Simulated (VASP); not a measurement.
Input of a VASP 6.6.1 run:

The input INCAR:

```
SYSTEM = HfO2
PREC     = Accurate       ! precision mode
ENCUT    = 520            ! plane-wave cutoff, eV
EDIFF    = 1E-7           ! SCF threshold, eV
ISMEAR   = 0              ! smearing method
SIGMA    = 0.05           ! smearing width, eV
LREAL    = .FALSE.        ! projectors in reciprocal space
LASPH    = .TRUE.         ! aspherical terms in the spheres
NELM     = 80             ! most SCF steps
ALGO     = Normal         ! electronic algorithm
ISIF     = 2              ! what is computed and relaxed
LWAVE    = .FALSE.        ! write WAVECAR
LCHARG   = .FALSE.        ! write CHGCAR
GGA      = PS             ! functional
NBANDS   = 18             ! bands
```

Contents of KPOINTS:

```
regular mesh
0
G
  12 12 6
  0 0 0
```

File POSCAR:

```
HfO2
1.0
    3.2187809572      0.0000000000      0.0000000000
   -1.6093904786      2.7875460781      0.0000000000
    0.0000000000      0.0000000000      5.1067595329
Hf O
1 2
Direct
    0.0000000000      0.0000000000      0.0000000000
    0.3333333333      0.6666666667      0.1890109153
    0.6666666667      0.3333333333      0.8109890847
```

Potentials or basis: VASP PAW PBE potentials, release 64 (Hf_pv, O).

Command:

```console
$ cat potpaw_PBE.64/Hf_pv/POTCAR potpaw_PBE.64/O/POTCAR > POTCAR
$ mpirun -np 1 vasp_std > vasp.out
```

**Question.** Estimate the pressure.

**Answer.** -2.1 GPa.

**Question.** What does it give for the band gap on the k mesh?

**Answer.** 4.74 eV, indirect (least direct gap 5.00 eV).

**Question.** Predict the largest force.

**Answer.** 0.196 eV/Å.

Stress tensor (GPa, compression positive):
```
-2.44  0.00  0.00
 0.00 -2.44  0.00
 0.00  0.00 -1.40
```

Caveat: the PAW data sets were made with another functional, which shifts forces and pressure a little; spin-orbit coupling is left out, which moves the levels of the heavy elements. A k mesh can miss the band edges.
